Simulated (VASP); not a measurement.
# RbBr (P1) in VASP: single point with r2SCAN

Aim: the single point of RbBr with r2SCAN.

All numbers are computed with VASP 6.6.1; they aren't measurements. Logs are shortened: lines on timing, memory, paths and dates and some standing lists are left out, and cuts for length are marked.

### Step 1. The cell of the first run

The typed cell holds 2 atoms: a = 4.849 Å, b = 4.900 Å, c = 4.840 Å, α = 60.66°, β = 60.81°, γ = 59.39°.

### Step 2. Single point, r2SCAN

File POSCAR:

```
RbBr
1.0
    0.0023070000      3.3815360000      3.4758630000
    3.4300270000     -0.0210430000      3.4992130000
    3.4350140000      3.4098730000     -0.0260300000
Rb Br
1 1
Direct
    0.9600070000      0.9886170000      0.0484500000
    0.5309660000      0.4719700000      0.4898850000
```

File INCAR.step1:

```
PREC = Accurate ; ENCUT = 520
ISMEAR = -5 ; SIGMA = 0.1
LREAL = False ; LASPH = True
NELM = 60 ; NBANDS = 15
GGA = PE ; ALGO = Normal
EDIFF = 1E-4 ; LWAVE = True
LCHARG = False
```

File INCAR.step2:

```
PREC = Accurate ; ENCUT = 520
EDIFF = 1E-6 ; ISMEAR = -5
SIGMA = 0.1 ; LREAL = False
LASPH = True ; NELM = 60
ALGO = Normal ; ISIF = 2
LWAVE = False ; LCHARG = True
METAGGA = R2SCAN ; LMIXTAU = True
LELF = True ; LVHAR = True
NBANDS = 15 ; ISTART = 1
```

File KPOINTS:

```
Automatic mesh
0
Gamma
  5 5 5
```

Potentials or basis: VASP PAW PBE potentials, release 64 (Rb_sv, Br).

Launch:

```sh
> cat potpaw_PBE.64/Rb_sv/POTCAR potpaw_PBE.64/Br/POTCAR > POTCAR
> cp INCAR.step1 INCAR
> mpirun -np 1 vasp_std > vasp.out
> cp INCAR.step2 INCAR
> mpirun -np 1 vasp_std > vasp.out
```

OUTCAR:

```text
PREC = Accurate
   ENCUT = 520
   EDIFF = 1E-6
   ISMEAR = -5
   LREAL = False
   LASPH = True
   NELM = 60
   ISIF = 2
   METAGGA = R2SCAN
   ISTART = 1

 ion  position               nearest neighbor table
   1  0.960  0.989  0.048-   2 3.18   2 3.32   2 3.38   2 3.46   2 3.69   2 3.70
   2  0.531  0.472  0.490-   1 3.18   1 3.32   1 3.38   1 3.46   1 3.69   1 3.70

  LATTYP: Found a triclinic cell.
 ALAT       =     4.8401686559
 B/A-ratio  =     1.4178717494
 C/A-ratio  =     1.0019015756
 COS(alpha) =     0.0009369580
 COS(beta)  =     0.4877369994
 COS(gamma) =     0.7104393174

  Lattice vectors:

 A1 = (  -3.4350140000,  -3.4098730000,   0.0260300000)
 A2 = (  -6.8627340000,  -0.0072940000,   0.0026800000)
 A3 = (  -0.0023070000,  -3.3815360000,  -3.4758630000)

Analysis of symmetry for initial positions (statically):
=====================================================================
 Subroutine PRICEL returns:
 Original cell was already a primitive cell.

 Routine SETGRP: Setting up the symmetry group for a
 triclinic supercell.

 Subroutine GETGRP returns: Found  1 space group operations
 (whereof  1 operations were pure point group operations)
 out of a pool of  2 trial point group operations.

The static configuration has the point symmetry C_1 .

Analysis of symmetry for dynamics (positions and initial velocities):
=====================================================================
 Subroutine PRICEL returns:
 Original cell was already a primitive cell.

 Routine SETGRP: Setting up the symmetry group for a
 triclinic supercell.

 Subroutine GETGRP returns: Found  1 space group operations
 (whereof  1 operations were pure point group operations)
 out of a pool of  2 trial point group operations.

The dynamic configuration has the point symmetry C_1 .

 Subroutine INISYM returns: Found  1 space group operations
 (whereof  1 operations are pure point group operations),
 and found     1 'primitive' translations

----------------------------------------------------------------------------------------

                                     Primitive cell

  volume of cell :      81.8247

  direct lattice vectors                    reciprocal lattice vectors
     0.002307000  3.381536000  3.475863000    -0.145815645  0.147988644  0.143822547
     3.430027000 -0.021043000  3.499213000     0.145925008 -0.145917985  0.141861250
     3.435014000  3.409873000 -0.026030000     0.145504408  0.145606748 -0.141751887

  length of vectors
     4.849372602  4.900002005  4.840168656     0.252681155  0.250421206  0.249932902

  position of ions in fractional coordinates (direct lattice)
     0.960007000  0.988617000  0.048450000
     0.530966000  0.471970000  0.489885000

  ion indices of the primitive-cell ions
   primitive index   ion index
                 1           1
                 2           2

----------------------------------------------------------------------------------------

 KPOINTS: Automatic mesh

Automatic generation of k-mesh.
 Grid dimensions read from file:
 generate k-points for:    5    5    5

 Generating k-lattice:

  Cartesian coordinates                     Fractional coordinates (reciprocal lattice)
    -0.029163129  0.029597729  0.028764509     0.200000000  0.000000000  0.000000000
     0.029185002 -0.029183597  0.028372250    -0.000000000  0.200000000  0.000000000
     0.029100882  0.029121350 -0.028350377     0.000000000  0.000000000  0.200000000

  Length of vectors
     0.050536231  0.050084241  0.049986580

  Shift w.r.t. Gamma in fractional coordinates (k-lattice)
     0.000000000  0.000000000  0.000000000

 TETIRR: Found    372 inequivalent tetrahedra from      750

 Subroutine IBZKPT returns following result:
 ===========================================

 Found     63 irreducible k-points:

 Following reciprocal coordinates:
            Coordinates               Weight
  0.000000  0.000000  0.000000      1.000000
  0.200000 -0.000000 -0.000000      2.000000
  0.400000 -0.000000  0.000000      2.000000
 -0.000000  0.200000 -0.000000      2.000000
  0.200000  0.200000 -0.000000      2.000000
  0.400000  0.200000  0.000000      2.000000
[... 16 lines left out ...]
 -0.200000  0.200000  0.200000      2.000000
  0.000000  0.400000  0.200000      2.000000
 [... further k-points ...]
   k-points           NKPTS =     63   k-points in BZ     NKDIM =     63   number of bands    NBANDS=     15
   number of dos      NEDOS =    301   number of ions     NIONS =      2
   total plane-waves  NPLWV =  46656
   dimension x,y,z NGX =    36 NGY =   36 NGZ =   36
   dimension x,y,z NGXF=    72 NGYF=   72 NGZF=   72
   ions per type =               1   1
   NGX,Y,Z   is equivalent  to a cutoff of  12.34, 12.21, 12.36 a.u.
   NGXF,Y,Z  is equivalent  to a cutoff of  24.68, 24.43, 24.73 a.u.
 SYSTEM =  unknown system
   PREC   = accura    normal or accurate (medium, high low for compatibility)
   ISTART =      1    job   : 0-new  1-cont  2-samecut
   ICHARG =      0    charge: 1-file 2-atom 10-const
   ISPIN  =      1    spin polarized calculation?
   LNONCOLLINEAR =      F non collinear calculations
   LSORBIT =      F    spin-orbit coupling
   LASPH  =      T    aspherical Exc in radial PAW
   ENCUT  =  520.0 eV  38.22 Ry    6.18 a.u.   9.02  9.11  9.00*2*pi/ulx,y,z
   NELM   =     60;   NELMIN=  2; NELMDL=  0     # of ELM steps
   EDIFF  = 0.1E-05   stopping-criterion for ELM
   LREAL  =      F    real-space projection
   EDIFFG = 0.1E-04   stopping-criterion for IOM
   NSW    =      0    number of steps for IOM
   IBRION =     -1    ionic relax: 0-MD 1-quasi-New 2-CG
   NFREE  =      0    steps in history (QN), initial steepest desc. (CG)
   ISIF   =      2    stress and relaxation
   ISYM   =      2    0-nonsym 1-usesym 2-fastsym
   POTIM  = 0.5000    time-step for ionic-motion
   TEBEG  =    0.0;   TEEND  =   0.0 temperature during run
   PSTRESS=    0.0 pullay stress
   NELECT =      16.0000    total number of electrons
   NUPDOWN=      -1.0000    fix difference up-down
   EMIN   =  10.00;   EMAX   =-10.00  energy-range for DOS
   EFERMI =   0.00;   METHOD = LEGACY
   ISMEAR =    -5;   SIGMA  =   0.10  broadening in eV -4-tet -1-fermi 0-gaus
   EFERMI_NEDOS =   21; number of points for ismear=-14 and -15
   IALGO  =     38    algorithm
   IMIX   =      4    mixing-type and parameters
     AMIX     =   0.40;   BMIX     =  1.00
     AMIX_MAG =   1.60;   BMIX_MAG =  1.00
  volume/ion in A,a.u.               =      40.91       276.09
  Fermi-wavevector in a.u.,A,eV,Ry     =   0.950211  1.795638 12.284709  0.902901
  Thomas-Fermi vector in A             =   2.078566
   LORBIT       =      0    0 simple, 1 ext, 2 COOP (PROOUT), +10 PAW based schemes
   METAGGA = R2SCAN    functional components
   LHFCALC =     F    Hartree Fock is set to
   AEXX    =    0.0000 exact exchange contribution
   IVDW    =     0    specifies the selected vdW correction
   LEPSILON=     F    determine dielectric tensor
   LRPA    =     F    only Hartree local field effects (RPA)
 non-spin polarized calculation
 Fermi weights with tetrahedron method with Bloechl corrections
  energy-cutoff  :      520.00
  volume of cell :       81.82
 maximum number of plane-waves:      2219
   NGX = 17   NGY = 19   NGZ = 17

 number of electron      16.0000000 magnetization

 Free energy of the ion-electron system (eV)
  ---------------------------------------------------
  ext. energy  EPLUGINS =         0.00000000
  ---------------------------------------------------
  free energy    TOTEN  =       -31.08464255 eV

  energy without entropy =      -31.08464255  energy(sigma->0) =      -31.08464255

 E-fermi :  -2.2389     XC(G=0):  -7.5472

 val. band max:       -2.2390241624   @ k =   0.0000   0.0000   0.0000
 cond. band min:       2.7001375038   @ k =   0.0000   0.0000   0.0000
 fundamental gap:      4.9391616661
 Fermi energy:        -2.2389212710

 k-point     1 :       0.0000    0.0000    0.0000
  band No.  band energies     occupation
      1     -27.3868      2.00000
      2     -14.8368      2.00000
      3     -10.9267      2.00000
      4     -10.9170      2.00000
      5     -10.9146      2.00000
      6      -2.2748      2.00000
      7      -2.2427      2.00000
      8      -2.2390      2.00000
      9       2.7001      0.00000
     10       5.5966      0.00000
     11       5.7582      0.00000
     12       5.8754      0.00000
     13       6.7615      0.00000
     14       6.8983      0.00000
     15       8.9576      0.00000

 k-point     2 :       0.2000   -0.0000   -0.0000
  band No.  band energies     occupation
      1     -27.3835      2.00000
      2     -14.8487      2.00000
      3     -10.9330      2.00000
      4     -10.9234      2.00000
      5     -10.8951      2.00000
      6      -2.6151      2.00000
      7      -2.3835      2.00000
      8      -2.3559      2.00000
      9       3.5527      0.00000
     10       5.5513      0.00000
     11       6.0716      0.00000
     12       6.2034      0.00000
     13       7.3437      0.00000
     14       7.5152      0.00000
     15      10.4317      0.00000

 k-point     3 :       0.4000   -0.0000    0.0000
  band No.  band energies     occupation
      1     -27.3783      2.00000
      2     -14.8677      2.00000
      3     -10.9405      2.00000
      4     -10.9247      2.00000
      5     -10.8757      2.00000
      6      -3.0878      2.00000
      7      -2.5561      2.00000
      8      -2.5330      2.00000
      9       4.8273      0.00000
     10       5.8981      0.00000
     11       7.3184      0.00000
     12       7.4058      0.00000
     13       8.5135      0.00000
     14       8.7437      0.00000
     15       9.5497      0.00000

 k-point     4 :      -0.0000    0.2000   -0.0000
  band No.  band energies     occupation
      1     -27.3835      2.00000
      2     -14.8544      2.00000
      3     -10.9389      2.00000
      4     -10.9224      2.00000
      5     -10.8828      2.00000
      6      -2.6269      2.00000
      7      -2.3489      2.00000
      8      -2.3382      2.00000
      9       3.5423      0.00000
     10       5.3548      0.00000
     11       6.1328      0.00000
     12       6.1751      0.00000
     13       7.4651      0.00000
     14       7.5830      0.00000
     15      10.3592      0.00000
[... 307 lines left out ...]
 k-point    22 :      -0.4000    0.2000    0.2000
  band No.  band energies     occupation
      1     -27.3762      2.00000
      2     -14.8495      2.00000
      3     -11.0109      2.00000
      4     -10.9416      2.00000
      5     -10.8878      2.00000
      6      -2.9820      2.00000
      7      -2.5695      2.00000
      8      -2.5402      2.00000
      9       5.1385      0.00000
     10       5.7799      0.00000
     11       7.4217      0.00000
     12       7.7007      0.00000
     13       7.8413      0.00000
     14       9.4129      0.00000
     15       9.6061      0.00000

 k-point    23 :      -0.2000    0.2000    0.2000
  band No.  band energies     occupation
      1     -27.3780      2.00000
      2     -14.8464      2.00000
      3     -10.9779      2.00000
      4     -10.9543      2.00000
      5     -10.9030      2.00000
      6      -2.8903      2.00000
      7      -2.4969      2.00000
      8      -2.4473      2.00000
      9       4.6339      0.00000
     10       5.0437      0.00000
     11       7.6234      0.00000
     12       7.7776      0.00000
     13       7.9255      0.00000
     14       8.1589      0.00000
     15       9.6299      0.00000

 k-point    24 :       0.0000    0.4000    0.2000
  band No.  band energies     occupation
      1     -27.3779      2.00000
      2     -14.8545      2.00000
      3     -10.9680      2.00000
      4     -10.9582      2.00000
      5     -10.8996      2.00000
      6      -2.8890      2.00000
      7      -2.4911      2.00000
      8      -2.4024      2.00000
      9       4.6496      0.00000
     10       4.9254      0.00000
     11       7.1858      0.00000
     12       7.6795      0.00000
     13       8.1402      0.00000
     14       8.4474      0.00000
     15       9.8025      0.00000

 [... further k-points ...]

------------------------ aborting loop because EDIFF is reached ----------------------------------------

  FORCE on cell =-STRESS in cart. coord.  units (eV):
  Direction    XX          YY          ZZ          XY          YZ          ZX
  --------------------------------------------------------------------------------------
  -------------------------------------------------------------------------------------
  Total        0.7999195      0.2636941      0.1173899      0.0260483      0.0086696      0.1204028
  in kB       15.6629070      5.1632892      2.2985648      0.5100419      0.1697564      2.3575590
  external PRESSURE =       7.7082537 kB  Pullay stress =       0.0000000 kB

 VOLUME and BASIS-vectors are now :
 -----------------------------------------------------------------------------
  energy-cutoff  :      520.00
  volume of cell :       81.82
      direct lattice vectors                 reciprocal lattice vectors
     0.002307000  3.381536000  3.475863000    -0.145815645  0.147988644  0.143822547
     3.430027000 -0.021043000  3.499213000     0.145925008 -0.145917985  0.141861250
     3.435014000  3.409873000 -0.026030000     0.145504408  0.145606748 -0.141751887

 POSITION                                       TOTAL-FORCE (eV/Angst)
 -----------------------------------------------------------------------------------
      3.55962      3.39070      6.79497        -0.398334      0.050939      0.178411
      3.30286      3.45599      3.48434         0.398334     -0.050939     -0.178411
 -----------------------------------------------------------------------------------
    total drift:                                0.000174     -0.000235     -0.000258

  FREE ENERGIE OF THE ION-ELECTRON SYSTEM (eV)
  ---------------------------------------------------
  free  energy   TOTEN  =       -31.0846425504 eV

  energy  without entropy=      -31.0846425504  energy(sigma->0) =      -31.08464255
```

It took 3.6 min on 1 thread of AMD EPYC 7R13 (Zen 3), shared host; peak memory 0.23 GiB.

What came out:

```
Free energy            : -31.0846 eV
Pressure               : 0.8 GPa
Largest force          : 0.439 eV/Å
Band gap on the k mesh : 4.94 eV
```

Forces in eV/Å, atoms in the order of the input:
```
Rb  -0.398  0.051  0.178
Br   0.398 -0.051 -0.178
```

Levels at points of the mesh, in eV from the valence-band top:
| k point | band 5 | band 6 | band 7 | band 8 | band 9 | band 10 | band 11 | band 12 |
| --- | --- | --- | --- | --- | --- | --- | --- | --- |
| (0.00, 0.00, 0.00) | -8.68 | -0.04 | 0.00 | 0.00 | 4.94 | 7.84 | 8.00 | 8.11 |

Caveat: the PAW data sets were made with another functional, which shifts forces and pressure a little.
